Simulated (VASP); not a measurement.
# Yb (Fd-3m) in VASP: notebook, part 2 of 2

VASP 6.6.1. The steps go on from the part before.

## Step 5: Single point, PBE

This run uses another cell than the first one, of 80.72 Å³/atom.

INCAR

```
ALGO = Normal
EDIFF = 1E-6
ENCUT = 520
GGA = PE
ISIF = 2
ISMEAR = -1
LASPH = T
LCHARG = T
LELF = T
LREAL = F
LVHAR = T
LWAVE = F
NBANDS = 31
NELM = 100
PREC = Accurate
SIGMA = 0.1
```

KPOINTS

```
k-points
0
Gamma
  7 7 7
```

POSCAR

```
Yb
1.0
    0.0000000000      4.3217002875      4.3217002875
    4.3217002875      0.0000000000      4.3217002875
    4.3217002875      4.3217002875      0.0000000000
Yb
2
Direct
    0.1250000000      0.1250000000      0.1250000000
    0.8750000000      0.8750000000      0.8750000000
```

Potentials or basis: VASP PAW PBE potentials, release 64 (Yb).

Command:

```bash
> cat potpaw_PBE.64/Yb/POTCAR > POTCAR
> mpirun -np 1 vasp_std > vasp.out
```

OUTCAR:

```text
EDIFF = 1E-6
   ENCUT = 520
   GGA = PE
   ISIF = 2
   ISMEAR = -1
   LASPH = T
   LREAL = F
   NELM = 100
   PREC = Accurate

 ion  position               nearest neighbor table
   1  0.125  0.125  0.125-   2 3.74   2 3.74   2 3.74   2 3.74
   2  0.875  0.875  0.875-   1 3.74   1 3.74   1 3.74   1 3.74

  LATTYP: Found a face centered cubic cell.
 ALAT       =     8.6434005750

  Lattice vectors:

 A1 = (   0.0000000000,   4.3217002875,   4.3217002875)
 A2 = (   4.3217002875,   0.0000000000,   4.3217002875)
 A3 = (   4.3217002875,   4.3217002875,   0.0000000000)

Analysis of symmetry for initial positions (statically):
=====================================================================
 Subroutine PRICEL returns:
 Original cell was already a primitive cell.

 Routine SETGRP: Setting up the symmetry group for a
 face centered cubic supercell.

 Subroutine GETGRP returns: Found 48 space group operations
 (whereof 12 operations were pure point group operations)
 out of a pool of 48 trial point group operations.

The static configuration has the point symmetry D_3d.
 The point group associated with its full space group is O_h .

Analysis of symmetry for dynamics (positions and initial velocities):
=====================================================================
 Subroutine PRICEL returns:
 Original cell was already a primitive cell.

 Routine SETGRP: Setting up the symmetry group for a
 face centered cubic supercell.

 Subroutine GETGRP returns: Found 48 space group operations
 (whereof 12 operations were pure point group operations)
 out of a pool of 48 trial point group operations.

The dynamic configuration has the point symmetry D_3d.
 The point group associated with its full space group is O_h .

 Subroutine INISYM returns: Found 48 space group operations
 (whereof 12 operations are pure point group operations),
 and found     1 'primitive' translations

----------------------------------------------------------------------------------------

                                     Primitive cell

  volume of cell :     161.4336

  direct lattice vectors                    reciprocal lattice vectors
     0.000000000  4.321700287  4.321700287    -0.115695205  0.115695205  0.115695205
     4.321700287  0.000000000  4.321700287     0.115695205 -0.115695205  0.115695205
     4.321700287  4.321700287  0.000000000     0.115695205  0.115695205 -0.115695205

  length of vectors
     6.111807159  6.111807159  6.111807159     0.200389973  0.200389973  0.200389973

  position of ions in fractional coordinates (direct lattice)
     0.125000000  0.125000000  0.125000000
     0.875000000  0.875000000  0.875000000

  ion indices of the primitive-cell ions
   primitive index   ion index
                 1           1
                 2           2

----------------------------------------------------------------------------------------

 KPOINTS: k-points

Automatic generation of k-mesh.
 Grid dimensions read from file:
 generate k-points for:    7    7    7

 Generating k-lattice:

  Cartesian coordinates                     Fractional coordinates (reciprocal lattice)
    -0.016527886  0.016527886  0.016527886     0.142857143  0.000000000  0.000000000
     0.016527886 -0.016527886  0.016527886     0.000000000  0.142857143  0.000000000
     0.016527886  0.016527886 -0.016527886     0.000000000  0.000000000  0.142857143

  Length of vectors
     0.028627139  0.028627139  0.028627139

  Shift w.r.t. Gamma in fractional coordinates (k-lattice)
     0.000000000  0.000000000  0.000000000

 Subroutine IBZKPT returns following result:
 ===========================================

 Found     20 irreducible k-points:

 Following reciprocal coordinates:
            Coordinates               Weight
  0.000000  0.000000  0.000000      1.000000
  0.142857  0.000000  0.000000      8.000000
  0.285714  0.000000  0.000000      8.000000
  0.428571  0.000000  0.000000      8.000000
  0.142857  0.142857  0.000000      6.000000
  0.285714  0.142857  0.000000     24.000000
[... 12 lines left out ...]
 -0.428571  0.428571  0.142857     24.000000
 -0.285714  0.428571  0.142857     24.000000
   k-points           NKPTS =     20   k-points in BZ     NKDIM =     20   number of bands    NBANDS=     31
   number of dos      NEDOS =    301   number of ions     NIONS =      2
   total plane-waves  NPLWV = 110592
   dimension x,y,z NGX =    48 NGY =   48 NGZ =   48
   dimension x,y,z NGXF=    96 NGYF=   96 NGZF=   96
   ions per type =               2
   NGX,Y,Z   is equivalent  to a cutoff of  13.06, 13.06, 13.06 a.u.
   NGXF,Y,Z  is equivalent  to a cutoff of  26.11, 26.11, 26.11 a.u.
 SYSTEM =  unknown system
   PREC   = accura    normal or accurate (medium, high low for compatibility)
   ISTART =      0    job   : 0-new  1-cont  2-samecut
   ICHARG =      2    charge: 1-file 2-atom 10-const
   ISPIN  =      1    spin polarized calculation?
   LNONCOLLINEAR =      F non collinear calculations
   LSORBIT =      F    spin-orbit coupling
   LASPH  =      T    aspherical Exc in radial PAW
   ENCUT  =  520.0 eV  38.22 Ry    6.18 a.u.  11.36 11.36 11.36*2*pi/ulx,y,z
   NELM   =    100;   NELMIN=  2; NELMDL= -5     # of ELM steps
   EDIFF  = 0.1E-05   stopping-criterion for ELM
   LREAL  =      F    real-space projection
   EDIFFG = 0.1E-04   stopping-criterion for IOM
   NSW    =      0    number of steps for IOM
   IBRION =     -1    ionic relax: 0-MD 1-quasi-New 2-CG
   NFREE  =      0    steps in history (QN), initial steepest desc. (CG)
   ISIF   =      2    stress and relaxation
   ISYM   =      2    0-nonsym 1-usesym 2-fastsym
   POTIM  = 0.5000    time-step for ionic-motion
   TEBEG  =    0.0;   TEEND  =   0.0 temperature during run
   PSTRESS=    0.0 pullay stress
   NELECT =      48.0000    total number of electrons
   NUPDOWN=      -1.0000    fix difference up-down
   EMIN   =  10.00;   EMAX   =-10.00  energy-range for DOS
   EFERMI =   0.00;   METHOD = LEGACY
   ISMEAR =    -1;   SIGMA  =   0.10  broadening in eV -4-tet -1-fermi 0-gaus
   EFERMI_NEDOS =   21; number of points for ismear=-14 and -15
   IALGO  =     38    algorithm
   IMIX   =      4    mixing-type and parameters
     AMIX     =   0.40;   BMIX     =  1.00
     AMIX_MAG =   1.60;   BMIX_MAG =  1.00
  volume/ion in A,a.u.               =      80.72       544.70
  Fermi-wavevector in a.u.,A,eV,Ry     =   1.092674  2.064854 16.244491  1.193936
  Thomas-Fermi vector in A             =   2.228944
   LORBIT       =      0    0 simple, 1 ext, 2 COOP (PROOUT), +10 PAW based schemes
   GGA     = PE    functional components
   LHFCALC =     F    Hartree Fock is set to
   AEXX    =    0.0000 exact exchange contribution
   IVDW    =     0    specifies the selected vdW correction
   LEPSILON=     F    determine dielectric tensor
   LRPA    =     F    only Hartree local field effects (RPA)
 non-spin polarized calculation
  energy-cutoff  :      520.00
  volume of cell :      161.43
 maximum number of plane-waves:      4364
 NGX is ok and might be reduce to    48
   NGX = 23   NGY = 23   NGZ = 23

 number of electron      47.9999998 magnetization

 Free energy of the ion-electron system (eV)
  ---------------------------------------------------
  ext. energy  EPLUGINS =         0.00000000
  ---------------------------------------------------
  free energy    TOTEN  =        -4.82939691 eV

  energy without entropy =       -4.66266499  energy(sigma->0) =       -4.74603095

 E-fermi :  -0.5022     XC(G=0):  -6.2878

 val. band max:       -0.5220033085   @ k =  -0.4286   0.2857   0.0000
 cond. band min:      -0.4981776659   @ k =  -0.2857   0.2857   0.0000
 fundamental gap:      0.0238256426
 Fermi energy:        -0.5022174563

 k-point     1 :       0.0000    0.0000    0.0000
  band No.  band energies     occupation
      1     -52.8627      2.00000
      2     -52.8531      2.00000
      3     -25.3242      2.00000
      4     -25.3242      2.00000
      5     -25.3242      2.00000
      6     -25.2389      2.00000
[... 23 lines left out ...]
     30       1.2628      0.00000
     31       1.2628      0.00000
[... 615 lines left out ...]
      1     -52.8586      2.00000
      2     -52.8572      2.00000
      3     -25.3405      2.00000
      4     -25.3378      2.00000
      5     -25.2905      2.00000
      6     -25.2736      2.00000
[... 23 lines left out ...]
     30       1.4351      0.00000
     31       2.1887      0.00000

------------------------ aborting loop because EDIFF is reached ----------------------------------------

  FORCE on cell =-STRESS in cart. coord.  units (eV):
  Direction    XX          YY          ZZ          XY          YZ          ZX
  --------------------------------------------------------------------------------------
  -------------------------------------------------------------------------------------
  Total       -0.6240607     -0.6240607     -0.6240607      0.0000000     -0.0000000      0.0000000
  in kB       -6.1936051     -6.1936051     -6.1936051      0.0000000     -0.0000000      0.0000000
  external PRESSURE =      -6.1936051 kB  Pullay stress =       0.0000000 kB

 VOLUME and BASIS-vectors are now :
 -----------------------------------------------------------------------------
  energy-cutoff  :      520.00
  volume of cell :      161.43
      direct lattice vectors                 reciprocal lattice vectors
     0.000000000  4.321700287  4.321700287    -0.115695205  0.115695205  0.115695205
     4.321700287  0.000000000  4.321700287     0.115695205 -0.115695205  0.115695205
     4.321700287  4.321700287  0.000000000     0.115695205  0.115695205 -0.115695205

 POSITION                                       TOTAL-FORCE (eV/Angst)
 -----------------------------------------------------------------------------------
      1.08043      1.08043      1.08043         0.000000      0.000000      0.000000
      7.56298      7.56298      7.56298        -0.000000     -0.000000     -0.000000
 -----------------------------------------------------------------------------------
    total drift:                                0.000000      0.000000      0.000000

  FREE ENERGIE OF THE ION-ELECTRON SYSTEM (eV)
  ---------------------------------------------------
  free  energy   TOTEN  =        -4.8293969127 eV

  energy  without entropy=       -4.6626649875  energy(sigma->0) =       -4.74603095
```

stdout:

```text
POSCAR found type information on POSCAR Yb
 POSCAR found :  1 types and       2 ions
 scaLAPACK will be used
 LDA part: xc-table for (Slater+PW92), standard interpolation
 POSCAR, INCAR and KPOINTS ok, starting setup
 FFT: planning ... GRIDC
 FFT: planning ... GRID_SOFT
 FFT: planning ... GRID
 WAVECAR not read
 entering main loop
```

Wall time 8.2 min (1 thread of Intel Xeon 8259CL, shared host); peak memory 0.36 GiB.

Results:

- Free energy: -4.8294 eV
- Pressure: -0.6 GPa
- Band gap on the k mesh: zero (bands 24 and 25 overlap by 1.01 eV)

Caveat: spin-orbit coupling is left out, which moves the levels of the heavy elements. Spin polarisation is off, so any magnetic state and its effect on volume and gap are missing.

## Step 6: Single point, PBE (83.95 Å³/atom)

This run uses another cell than the first one, of 83.95 Å³/atom.

INCAR

```
SYSTEM = Yb
PREC = Accurate
ENCUT = 520
EDIFF = 1E-6
ISMEAR = -1
SIGMA = 0.1
LREAL = .FALSE.
LASPH = .TRUE.
NELM = 60
ALGO = Normal
ISIF = 2
LWAVE = .FALSE.
LCHARG = .FALSE.
GGA = PE
NBANDS = 31
```

KPOINTS

```
regular mesh
0
G
  7 7 7
  0 0 0
```

POSCAR

```
Yb
1.0
    0.0000000000      4.3785712868      4.3785712868
    4.3785712868      0.0000000000      4.3785712868
    4.3785712868      4.3785712868      0.0000000000
Yb
2
Direct
    0.1250000000      0.1250000000      0.1250000000
    0.8750000000      0.8750000000      0.8750000000
```

Potentials or basis: VASP PAW PBE potentials, release 64 (Yb).

Command:

```bash
> cat potpaw_PBE.64/Yb/POTCAR > POTCAR
> mpirun -np 1 vasp_std > vasp.out
```

OUTCAR:

```text
SYSTEM = Yb
   PREC = Accurate
   ENCUT = 520
   EDIFF = 1E-6
   ISMEAR = -1
   LREAL = .FALSE.
   LASPH = .TRUE.
   NELM = 60
   ISIF = 2
   GGA = PE

 ion  position               nearest neighbor table
   1  0.125  0.125  0.125-   2 3.79   2 3.79   2 3.79   2 3.79
   2  0.875  0.875  0.875-   1 3.79   1 3.79   1 3.79   1 3.79

  LATTYP: Found a face centered cubic cell.
 ALAT       =     8.7571425736

  Lattice vectors:

[... 861 lines left out ...]

------------------------ aborting loop because EDIFF is reached ----------------------------------------

  FORCE on cell =-STRESS in cart. coord.  units (eV):
  Direction    XX          YY          ZZ          XY          YZ          ZX
  --------------------------------------------------------------------------------------
  -------------------------------------------------------------------------------------
  Total       -0.4724838     -0.4724838     -0.4724838      0.0000000     -0.0000000      0.0000000
  in kB       -4.5088958     -4.5088958     -4.5088958      0.0000000     -0.0000000      0.0000000
  external PRESSURE =      -4.5088958 kB  Pullay stress =       0.0000000 kB

 VOLUME and BASIS-vectors are now :
 -----------------------------------------------------------------------------
  energy-cutoff  :      520.00
  volume of cell :      167.89
      direct lattice vectors                 reciprocal lattice vectors
     0.000000000  4.378571287  4.378571287    -0.114192500  0.114192500  0.114192500
     4.378571287  0.000000000  4.378571287     0.114192500 -0.114192500  0.114192500
     4.378571287  4.378571287  0.000000000     0.114192500  0.114192500 -0.114192500

 POSITION                                       TOTAL-FORCE (eV/Angst)
 -----------------------------------------------------------------------------------
      1.09464      1.09464      1.09464         0.000000      0.000000      0.000000
      7.66250      7.66250      7.66250        -0.000000     -0.000000     -0.000000
 -----------------------------------------------------------------------------------
    total drift:                                0.000000      0.000000      0.000000

  FREE ENERGIE OF THE ION-ELECTRON SYSTEM (eV)
  ---------------------------------------------------
  free  energy   TOTEN  =        -4.8252009146 eV

  energy  without entropy=       -4.6610407583  energy(sigma->0) =       -4.74312084
```

Run time: 11 min. Hardware: 1 thread of Intel Xeon 8259CL, shared host; peak memory 0.36 GiB.

Results:

```
Free energy            : -4.8252 eV
Pressure               : -0.5 GPa
Band gap on the k mesh : zero (bands 24 and 25 overlap by 0.98 eV)
```

Caveat: spin-orbit coupling is left out, which moves the levels of the heavy elements. Spin polarisation is off, so any magnetic state and its effect on volume and gap are missing.

## Step 7: Overview

```csv
cell,gap on the mesh (eV),pressure (GPa)
"a = 5.857 Å, angles 60.0°, 2 atoms",none,0.4
"a = 5.944 Å, angles 60.0°, 2 atoms",none,0.3
"a = 6.029 Å, angles 60.0°, 2 atoms",none,0.0
"a = 6.112 Å, angles 60.0°, 2 atoms",none,-0.6
"a = 6.192 Å, angles 60.0°, 2 atoms",none,-0.5
```

Alike in all rows: task single point; level PBE; potentials or basis VASP PAW PBE potentials, release 64 (Yb); no spin polarisation; k mesh 7 × 7 × 7; cutoff (eV) 520; smearing fermi-dirac 0.1 eV.

Caveats: spin-orbit coupling is left out, which moves the levels of the heavy elements.

Total energies depend on the potentials used, so only differences within one code and one set of settings carry meaning.
